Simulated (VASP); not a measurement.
# Ba (P6/mmm) in VASP: a series of runs

Ba is run at these levels: LDA; tasks: single point.

All numbers are computed with VASP 6.6.1; they aren't measurements. Logs are shortened: lines on timing, memory, paths and dates and some standing lists are left out, and cuts for length are marked.

## Step 1: The cell of the first run

Symmetry: P6/mmm, No. 191, hexagonal system. The conventional cell has a = 6.338 Å, b = 6.338 Å, c = 3.794 Å, α = 90.00°, β = 90.00°, γ = 120.00°. Within 5.0 Å of Ba (site symmetry 6/mmm) lie 14 Ba at 3.79 to 4.12 Å. Within 4.8 Å of Ba (site symmetry -6m2) lie 11 Ba at 3.66 to 4.12 Å.

This isn't the form of Ba at room conditions, which is bcc.

## Step 2: Single point, LDA

File INCAR:

```
SYSTEM = Ba
PREC = Accurate
ENCUT = 500
EDIFF = 1E-6
ISMEAR = -1
SIGMA = 0.05
LREAL = .FALSE.
LASPH = .TRUE.
NELM = 120
ALGO = Normal
ISIF = 2
LWAVE = .FALSE.
LCHARG = .FALSE.
NBANDS = 22
GGA_COMPAT = .FALSE.
```

File KPOINTS:

```
regular mesh
0
G
  6 6 8
  0 0 0
```

File POSCAR:

```
Ba
1.0
    6.3384852311      0.0000000000      0.0000000000
   -3.1692426155      5.4892892316      0.0000000000
    0.0000000000      0.0000000000      3.7942855767
Ba
3
Direct
    0.0000000000      0.0000000000      0.0000000000
    0.3333333333      0.6666666667      0.5000000000
    0.6666666667      0.3333333333      0.5000000000
```

Potentials or basis: VASP PAW LDA potentials, release 64 (Ba_sv).

Command:

```bash
> cat potpaw_LDA.64/Ba_sv/POTCAR > POTCAR
> mpirun -np 1 vasp_std > vasp.out
```

OUTCAR:

```text
SYSTEM = Ba
   PREC = Accurate
   ENCUT = 500
   EDIFF = 1E-6
   ISMEAR = -1
   LREAL = .FALSE.
   LASPH = .TRUE.
   NELM = 120
   ISIF = 2

 ion  position               nearest neighbor table
   1  0.000  0.000  0.000-   2 4.12   3 4.12   2 4.12   3 4.12   2 4.12   2 4.12   3 4.12   3 4.12
                             3 4.12   3 4.12   2 4.12   2 4.12
   2  0.333  0.667  0.500-   3 3.66   3 3.66   3 3.66   1 4.12   1 4.12   1 4.12   1 4.12   1 4.12
                             1 4.12
   3  0.667  0.333  0.500-   2 3.66   2 3.66   2 3.66   1 4.12   1 4.12   1 4.12   1 4.12   1 4.12
                             1 4.12

  LATTYP: Found a hexagonal cell.
 ALAT       =     6.3384852311
 C/A-ratio  =     0.5986107782

  Lattice vectors:

 A1 = (   6.3384852311,   0.0000000000,   0.0000000000)
 A2 = (  -3.1692426155,   5.4892892316,   0.0000000000)
 A3 = (   0.0000000000,   0.0000000000,   3.7942855767)

Analysis of symmetry for initial positions (statically):
=====================================================================
 Subroutine PRICEL returns:
 Original cell was already a primitive cell.

 Routine SETGRP: Setting up the symmetry group for a
 hexagonal supercell.

 Subroutine GETGRP returns: Found 24 space group operations
 (whereof 24 operations were pure point group operations)
 out of a pool of 24 trial point group operations.

The static configuration has the point symmetry D_6h.

Analysis of symmetry for dynamics (positions and initial velocities):
=====================================================================
 Subroutine PRICEL returns:
 Original cell was already a primitive cell.

 Routine SETGRP: Setting up the symmetry group for a
 hexagonal supercell.

 Subroutine GETGRP returns: Found 24 space group operations
 (whereof 24 operations were pure point group operations)
 out of a pool of 24 trial point group operations.

The dynamic configuration has the point symmetry D_6h.

 Subroutine INISYM returns: Found 24 space group operations
 (whereof 24 operations are pure point group operations),
 and found     1 'primitive' translations

----------------------------------------------------------------------------------------

                                     Primitive cell

  volume of cell :     132.0175

  direct lattice vectors                    reciprocal lattice vectors
     6.338485231  0.000000000  0.000000000     0.157766401  0.091086474  0.000000000
    -3.169242615  5.489289232  0.000000000     0.000000000  0.182172948  0.000000000
     0.000000000  0.000000000  3.794285577     0.000000000  0.000000000  0.263554226

  length of vectors
     6.338485231  6.338485231  3.794285577     0.182172948  0.182172948  0.263554226

  position of ions in fractional coordinates (direct lattice)
     0.000000000  0.000000000  0.000000000
     0.333333333  0.666666667  0.500000000
     0.666666667  0.333333333  0.500000000

  ion indices of the primitive-cell ions
   primitive index   ion index
                 1           1
                 2           2
                 3           3

----------------------------------------------------------------------------------------

 KPOINTS: regular mesh

Automatic generation of k-mesh.
 Grid dimensions read from file:
 generate k-points for:    6    6    8

 Generating k-lattice:

  Cartesian coordinates                     Fractional coordinates (reciprocal lattice)
     0.026294400  0.015181079  0.000000000     0.166666667  0.000000000  0.000000000
     0.000000000  0.030362158  0.000000000     0.000000000  0.166666667  0.000000000
     0.000000000  0.000000000  0.032944278     0.000000000  0.000000000  0.125000000

  Length of vectors
     0.030362158  0.030362158  0.032944278

  Shift w.r.t. Gamma in fractional coordinates (k-lattice)
     0.000000000  0.000000000  0.000000000

 Subroutine IBZKPT returns following result:
 ===========================================

 Found     35 irreducible k-points:

 Following reciprocal coordinates:
            Coordinates               Weight
  0.000000  0.000000  0.000000      1.000000
  0.166667  0.000000  0.000000      6.000000
  0.333333  0.000000  0.000000      6.000000
  0.500000  0.000000  0.000000      3.000000
  0.166667  0.166667  0.000000      6.000000
  0.333333  0.166667  0.000000     12.000000
[... 16 lines left out ...]
  0.166667  0.000000  0.375000     12.000000
  0.333333  0.000000  0.375000     12.000000
 [... further k-points ...]
   k-points           NKPTS =     35   k-points in BZ     NKDIM =     35   number of bands    NBANDS=     22
   number of dos      NEDOS =    301   number of ions     NIONS =      3
   total plane-waves  NPLWV =  64512
   dimension x,y,z NGX =    48 NGY =   48 NGZ =   28
   dimension x,y,z NGXF=    96 NGYF=   96 NGZF=   56
   ions per type =               3
   NGX,Y,Z   is equivalent  to a cutoff of  12.59, 12.59, 12.27 a.u.
   NGXF,Y,Z  is equivalent  to a cutoff of  25.18, 25.18, 24.54 a.u.
 SYSTEM =  Ba
   PREC   = accura    normal or accurate (medium, high low for compatibility)
   ISTART =      0    job   : 0-new  1-cont  2-samecut
   ICHARG =      2    charge: 1-file 2-atom 10-const
   ISPIN  =      1    spin polarized calculation?
   LNONCOLLINEAR =      F non collinear calculations
   LSORBIT =      F    spin-orbit coupling
   LASPH  =      T    aspherical Exc in radial PAW
   ENCUT  =  500.0 eV  36.75 Ry    6.06 a.u.  11.56 11.56  6.92*2*pi/ulx,y,z
   NELM   =    120;   NELMIN=  2; NELMDL= -5     # of ELM steps
   EDIFF  = 0.1E-05   stopping-criterion for ELM
   LREAL  =      F    real-space projection
   EDIFFG = 0.1E-04   stopping-criterion for IOM
   NSW    =      0    number of steps for IOM
   IBRION =     -1    ionic relax: 0-MD 1-quasi-New 2-CG
   NFREE  =      0    steps in history (QN), initial steepest desc. (CG)
   ISIF   =      2    stress and relaxation
   ISYM   =      2    0-nonsym 1-usesym 2-fastsym
   POTIM  = 0.5000    time-step for ionic-motion
   TEBEG  =    0.0;   TEEND  =   0.0 temperature during run
   PSTRESS=    0.0 pullay stress
   NELECT =      30.0000    total number of electrons
   NUPDOWN=      -1.0000    fix difference up-down
   EMIN   =  10.00;   EMAX   =-10.00  energy-range for DOS
   EFERMI =   0.00;   METHOD = LEGACY
   ISMEAR =    -1;   SIGMA  =   0.05  broadening in eV -4-tet -1-fermi 0-gaus
   EFERMI_NEDOS =   21; number of points for ismear=-14 and -15
   IALGO  =     38    algorithm
   IMIX   =      4    mixing-type and parameters
     AMIX     =   0.40;   BMIX     =  1.00
     AMIX_MAG =   1.60;   BMIX_MAG =  1.00
  volume/ion in A,a.u.               =      44.01       296.97
  Fermi-wavevector in a.u.,A,eV,Ry     =   0.999014  1.887862 13.578996  0.998028
  Thomas-Fermi vector in A             =   2.131275
   LORBIT       =      0    0 simple, 1 ext, 2 COOP (PROOUT), +10 PAW based schemes
   GGA     = CA    functional components
   LHFCALC =     F    Hartree Fock is set to
   AEXX    =    0.0000 exact exchange contribution
   IVDW    =     0    specifies the selected vdW correction
   LEPSILON=     F    determine dielectric tensor
   LRPA    =     F    only Hartree local field effects (RPA)
 non-spin polarized calculation
  energy-cutoff  :      500.00
  volume of cell :      132.02
 maximum number of plane-waves:      3372
 NGX is ok and might be reduce to    48
   NGX = 23   NGY = 23   NGZ = 13

 number of electron      29.9999998 magnetization

 Free energy of the ion-electron system (eV)
  ---------------------------------------------------
  ext. energy  EPLUGINS =         0.00000000
  ---------------------------------------------------
  free energy    TOTEN  =        -6.38640286 eV

  energy without entropy =       -6.33890415  energy(sigma->0) =       -6.36265350

 E-fermi :   2.8178     XC(G=0):  -8.8691

 val. band max:        2.8171481246   @ k =   0.3333   0.3333   0.5000
 cond. band min:       2.8235660200   @ k =   0.3333   0.0000   0.2500
 fundamental gap:      0.0064178955
 Fermi energy:         2.8178071902

 k-point     1 :       0.0000    0.0000    0.0000
  band No.  band energies     occupation
      1     -25.6334      2.00000
      2     -25.3968      2.00000
      3     -25.3098      2.00000
      4     -11.2965      2.00000
      5     -11.2965      2.00000
      6     -10.9241      2.00000
[... 14 lines left out ...]
     21       5.4375      0.00000
     22       5.4375      0.00000

 k-point     2 :       0.1667    0.0000    0.0000
  band No.  band energies     occupation
      1     -25.6174      2.00000
      2     -25.4100      2.00000
      3     -25.3138      2.00000
      4     -11.3907      2.00000
      5     -11.3260      2.00000
      6     -10.7952      2.00000
[... 14 lines left out ...]
     21       5.1143      0.00000
     22       5.6920      0.00000

 k-point     3 :       0.3333    0.0000    0.0000
  band No.  band energies     occupation
      1     -25.5763      2.00000
      2     -25.4447      2.00000
      3     -25.3226      2.00000
      4     -11.5095      2.00000
      5     -11.2575      2.00000
      6     -10.5881      2.00000
[... 14 lines left out ...]
     21       5.2888      0.00000
     22       5.4499      0.00000

 k-point     4 :       0.5000    0.0000    0.0000
  band No.  band energies     occupation
      1     -25.5420      2.00000
      2     -25.4755      2.00000
      3     -25.3273      2.00000
      4     -11.5548      2.00000
      5     -11.1052      2.00000
      6     -10.8518      2.00000
[... 14 lines left out ...]
     21       5.3405      0.00000
     22       5.6016      0.00000

 k-point     5 :       0.1667    0.1667    0.0000
  band No.  band energies     occupation
      1     -25.5886      2.00000
      2     -25.4337      2.00000
      3     -25.3207      2.00000
      4     -11.4434      2.00000
      5     -11.3397      2.00000
      6     -10.6093      2.00000
[... 14 lines left out ...]
     21       4.9133      0.00000
     22       5.6958      0.00000

 k-point     6 :       0.3333    0.1667    0.0000
  band No.  band energies     occupation
      1     -25.5446      2.00000
      2     -25.4714      2.00000
      3     -25.3287      2.00000
      4     -11.4869      2.00000
      5     -11.2158      2.00000
      6     -10.8439      2.00000
[... 14 lines left out ...]
     21       5.2364      0.00000
     22       5.5197      0.00000

 k-point     7 :       0.3333    0.3333    0.0000
  band No.  band energies     occupation
      1     -25.5062      2.00000
      2     -25.5062      2.00000
      3     -25.3329      2.00000
      4     -11.4190      2.00000
      5     -11.1159      2.00000
      6     -11.1159      2.00000
[... 324 lines left out ...]
      6     -10.9667      2.00000
[... 14 lines left out ...]
     21       5.2938      0.00000
     22       5.3112      0.00000

 k-point    21 :       0.3333    0.3333    0.2500
  band No.  band energies     occupation
      1     -25.4586      2.00000
      2     -25.4586      2.00000
      3     -25.2838      2.00000
      4     -11.4155      2.00000
      5     -11.0234      2.00000
      6     -11.0234      2.00000
[... 14 lines left out ...]
     21       5.2880      0.00000
     22       5.2944      0.00000

 k-point    22 :       0.0000    0.0000    0.3750
  band No.  band energies     occupation
      1     -25.5313      2.00000
      2     -25.3179      2.00000
      3     -25.2450      2.00000
      4     -11.2824      2.00000
      5     -11.1617      2.00000
      6     -11.1617      2.00000
[... 14 lines left out ...]
     21       5.6851      0.00000
     22       5.6851      0.00000

 k-point    23 :       0.1667    0.0000    0.3750
  band No.  band energies     occupation
      1     -25.5186      2.00000
      2     -25.3307      2.00000
      3     -25.2457      2.00000
      4     -11.2950      2.00000
      5     -11.1962      2.00000
      6     -11.1599      2.00000
[... 14 lines left out ...]
     21       5.5681      0.00000
     22       5.6138      0.00000

 k-point    24 :       0.3333    0.0000    0.3750
  band No.  band energies     occupation
      1     -25.4858      2.00000
      2     -25.3635      2.00000
      3     -25.2470      2.00000
      4     -11.3119      2.00000
      5     -11.2547      2.00000
      6     -11.2344      2.00000
[... 14 lines left out ...]
     21       5.4373      0.00000
     22       5.5926      0.00000

 [... further k-points ...]

------------------------ aborting loop because EDIFF is reached ----------------------------------------

  FORCE on cell =-STRESS in cart. coord.  units (eV):
  Direction    XX          YY          ZZ          XY          YZ          ZX
  --------------------------------------------------------------------------------------
  -------------------------------------------------------------------------------------
  Total        2.1684601      2.1684601      2.1673645      0.0000000      0.0000000      0.0000000
  in kB       26.3166376     26.3166376     26.3033416      0.0000000      0.0000000      0.0000000
  external PRESSURE =      26.3122056 kB  Pullay stress =       0.0000000 kB

 VOLUME and BASIS-vectors are now :
 -----------------------------------------------------------------------------
  energy-cutoff  :      500.00
  volume of cell :      132.02
      direct lattice vectors                 reciprocal lattice vectors
     6.338485231  0.000000000  0.000000000     0.157766401  0.091086474  0.000000000
    -3.169242615  5.489289232  0.000000000     0.000000000  0.182172948  0.000000000
     0.000000000  0.000000000  3.794285577     0.000000000  0.000000000  0.263554226

 POSITION                                       TOTAL-FORCE (eV/Angst)
 -----------------------------------------------------------------------------------
      0.00000      0.00000      0.00000         0.000000      0.000000      0.000000
     -0.00000      3.65953      1.89714        -0.000000     -0.000000      0.000000
      3.16924      1.82976      1.89714         0.000000     -0.000000      0.000000
 -----------------------------------------------------------------------------------
    total drift:                               -0.000000      0.000000     -0.000000

  FREE ENERGIE OF THE ION-ELECTRON SYSTEM (eV)
  ---------------------------------------------------
  free  energy   TOTEN  =        -6.3864028565 eV

  energy  without entropy=       -6.3389041529  energy(sigma->0) =       -6.36265350
```

Wall time 38 s (1 thread of Intel Xeon 6975P-C (Granite Rapids), shared host); peak memory 0.23 GiB.

What came out:

- Free energy: -6.3864 eV
- Pressure: 2.6 GPa
- Band gap on the k mesh: zero (bands 15 and 16 overlap by 1.15 eV)

Caveat: spin-orbit coupling is left out, which moves the levels of the heavy elements.

## Step 3: Single point, LDA

File INCAR:

```
ALGO     = Normal         # electronic algorithm
EDIFF    = 1E-6           # SCF threshold, eV
ENCUT    = 500            # plane-wave cutoff, eV
GGA      = CA             # functional
GGA_COMPAT= False        
ISIF     = 2              # what is computed and relaxed
ISMEAR   = -1             # smearing method
LASPH    = True           # aspherical terms in the spheres
LCHARG   = True           # write CHGCAR
LELF     = True           # ELF
LREAL    = False          # projectors in reciprocal space
LVHAR    = True         
LWAVE    = False          # write WAVECAR
NBANDS   = 22             # bands
NELM     = 120            # most SCF steps
PREC     = Accurate       # precision mode
SIGMA    = 0.05           # smearing width, eV
```

File KPOINTS:

```
k-points
0
Gamma
  6 6 8
```

POSCAR is that of step 2.

Potentials or basis: VASP PAW LDA potentials, release 64 (Ba_sv).

Command:

```bash
> cat potpaw_LDA.64/Ba_sv/POTCAR > POTCAR
> mpirun -np 1 vasp_std > vasp.out
```

It took 39 s on 1 thread of Intel Xeon 6975P-C (Granite Rapids), shared host; peak memory 0.23 GiB.

Results (log left out):

```
Free energy            : -6.3864 eV
Pressure               : 2.6 GPa
Band gap on the k mesh : zero (bands 15 and 16 overlap by 1.15 eV)
```

Levels at points of the mesh, in eV from the Fermi level:
```tsv
k point	band 13	band 14	band 15	band 16	band 17	band 18
(0.00, 0.00, 0.00)	-2.74	-0.72	0.86	1.11	1.11	1.11
(0.50, 0.00, 0.00)	-1.24	-1.00	-0.92	0.62	0.66	0.83
(0.00, 0.00, 0.50)	-0.98	-0.98	-0.29	-0.29	-0.06	0.69
(0.50, 0.00, 0.50)	-0.95	-0.60	-0.49	-0.07	0.73	0.97
```

Caveat: spin-orbit coupling is left out, which moves the levels of the heavy elements.
